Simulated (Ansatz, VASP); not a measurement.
TiB18N18: VASP beside Ansatz

```xyz
37
Lattice="7.4650 0.0000 0.0000 -3.7325 6.4649 0.0000 0.0000 0.0000 6.4955" Properties=species:S:1:pos:R:3 pbc="T T T"
B    -0.0037    1.4433    1.5892
B     1.2527    0.7114    4.9271
B    -1.2406    3.5856    1.5890
B    -0.0072    2.8657    4.9311
B    -2.4763    5.7539    1.5855
B    -1.2428    5.0340    4.9278
B     2.4919    1.4290    1.5861
B     3.7266    0.7114    4.9270
B     1.2286    3.5828    1.5182
B     2.4898    2.8480    4.9923
B    -0.0051    5.7540    1.5859
B     1.2263    5.0370    4.9958
B     4.9875    1.4433    1.5892
B     6.2222    0.7257    4.9308
B     3.7553    3.5826    1.5204
B     4.9867    2.8657    4.9303
B     2.4918    5.7717    1.5239
B     3.7530    5.0368    4.9978
N     0.0013    1.4342    4.9111
N     1.2478    0.7205    1.6061
N    -1.2428    3.5889    4.9114
N    -0.0135    2.8658    1.5808
N    -2.4699    5.7538    4.9358
N    -1.2407    5.0308    1.6054
N     2.4897    1.4137    4.9346
N     3.7360    0.7206    1.6066
N     1.2466    3.5896    5.0318
N     2.4918    2.8764    1.4822
N    -0.0159    5.7539    4.9353
N     1.2486    5.0301    1.4838
N     4.9781    1.4341    4.9096
N     6.2244    0.7409    1.5814
N     3.7330    3.5895    5.0320
N     4.9974    2.8657    1.5811
N     2.4897    5.7431    5.0337
N     3.7350    5.0300    1.4850
Ti    2.4906    4.3096    3.2581
```

Alike in both runs: functional PBE; k mesh 1 × 1 × 1; occupations fermi-dirac, width 0.01 eV; no spin polarisation.

Ansatz relaxed the structure, and its values are those at the end. VASP's run is a single point on that final structure, the one shown.

|  | VASP | Ansatz |
| --- | --- | --- |
| version | VASP 6.6.1 | Ansatz 0.2.0 |
| potentials or method | VASP PAW PBE potentials, release 64 (B, N, Ti_sv), cutoff 520 eV | plane-wave PAW DFT |
| valence electrons in the cell | 156 | 156 |

VASP gave:

```
rms of the force components (eV/Å) : 0.006
```

Q: Which values does Ansatz return?

A: rms of the force components (eV/Å): 0.003.
